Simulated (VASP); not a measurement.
A run of VASP 6.6.1:

Contents of INCAR:

```
PREC     = Accurate       # precision mode
ENCUT    = 520            # plane-wave cutoff, eV
EDIFF    = 1E-6           # SCF threshold, eV
ISMEAR   = -1             # smearing method
SIGMA    = 0.05           # smearing width, eV
LREAL    = False          # projectors in reciprocal space
LASPH    = True           # aspherical terms in the spheres
NELM     = 150            # most SCF steps
ALGO     = Normal         # electronic algorithm
ISIF     = 2              # what is computed and relaxed
LWAVE    = False          # write WAVECAR
LCHARG   = True           # write CHGCAR
ISPIN    = 2              # spin polarisation
MAGMOM   = 1.7 0          # initial moments
LORBIT   = 11             # projections on sites
LMAXMIX  = 4              # l up to which the mixer works
LELF     = True           # ELF
LVHAR    = True         
NBANDS   = 22             # bands
```

The input KPOINTS:

```
regular mesh
0
Gamma
  13 13 13
```

The input POSCAR:

```
CoGe
1.0
    0.0000000000      2.3316921330      2.3316921330
    2.3316921330      0.0000000000      2.3316921330
    2.3316921330      2.3316921330      0.0000000000
Co Ge
1 1
Direct
    0.0000000000      0.0000000000      0.0000000000
    0.2500000000      0.2500000000      0.2500000000
```

Potentials or basis: VASP PAW LDA potentials, release 64 (Co, Ge_d).

The run is started by

```console
$ cat potpaw_LDA.64/Co/POTCAR potpaw_LDA.64/Ge_d/POTCAR > POTCAR
$ mpirun -np 1 vasp_std > vasp.out
```

Hardware: 1 thread of Intel(R) Xeon(R) Platinum 8259CL CPU @ 2.50GHz (Skylake/Cascade Lake) (shared host).

**Question.** Estimate the wall time of this run.

**Answer.** Run time: 110 s on 1 thread of Intel(R) Xeon(R) Platinum 8259CL CPU @ 2.50GHz (Skylake/Cascade Lake) (shared host), peak memory 0.2 GiB. Counts: scf iterations 14, k points 84.
